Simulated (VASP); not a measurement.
The system is NbTe4Mo.

```
Nb Te Mo
1.0
     3.72812    0.00000    0.00000
    -1.86406    3.22865    0.00000
     0.00000    0.00000   14.32596
Nb Te Mo
1 4 1
Direct
  0.00000 0.00000 0.00000
  0.66667 0.33333 0.37282
  0.66667 0.33333 0.87282
  0.33333 0.66667 0.12718
  0.33333 0.66667 0.62718
  0.00000 0.00000 0.50000
```

```yaml
Program: VASP 6.6.1
Task: relaxation of cell and atoms
Functional: PBE
Potentials_or_basis: VASP PAW PBE potentials, release 64 (Nb_sv, Te, Mo_sv)
Cutoff: 600 eV
k_mesh: 6 × 6 × 2
Occupations: gaussian, width 0.1 eV
Spin: no spin polarisation
```

At the start: pressure -3.4 GPa; volume 28.74 Å³/atom.

**Question.** Where does the relaxation end?

**Answer.** Over 14 steps the energy falls by 27.4 meV/atom and the volume is 27.76 Å³/atom (-3.4 %); space group P-3m1 (No. 164, to 0.05 Å).

Step by step:
```
step  energy change (eV)  largest force (eV/Å)  pressure (GPa)  volume (Å³)
   1              0.0000                0.6139           -3.38       172.44
   2             -0.0092                1.0143            4.46       157.74
   3             -0.1020                0.4913            0.27       164.65
   4             -0.1422                0.1967            0.16       163.64
   5             -0.1526                0.1477            0.05       162.45
   6             -0.1539                0.0506            0.08       162.77
   7             -0.1539                0.0618            0.08       162.73
   8             -0.1548                0.0682            0.01       163.06
   9             -0.1572                0.0871           -0.15       164.03
  10             -0.1596                0.1265           -0.48       165.97
  11             -0.1600                0.1221           -0.47       165.99
  12             -0.1608                0.1087           -0.40       166.07
  13             -0.1624                0.0819           -0.26       166.23
  14             -0.1643                0.0280            0.02       166.55
```

Final structure:
```
CELL_PARAMETERS angstrom
3.59297 0.00000 0.00000
-1.79648 3.11160 0.00000
0.00000 0.00000 14.89769
ATOMIC_POSITIONS crystal
Nb 0.00000 0.00000 0.00000
Te 0.66667 0.33333 0.37750
Te 0.66667 0.33333 0.87337
Te 0.33333 0.66667 0.12663
Te 0.33333 0.66667 0.62250
Mo 0.00000 0.00000 0.50000
```

Caveat: this functional lacks dispersion, which binds the layers, so the pressure and a relaxed spacing across them are unreliable.
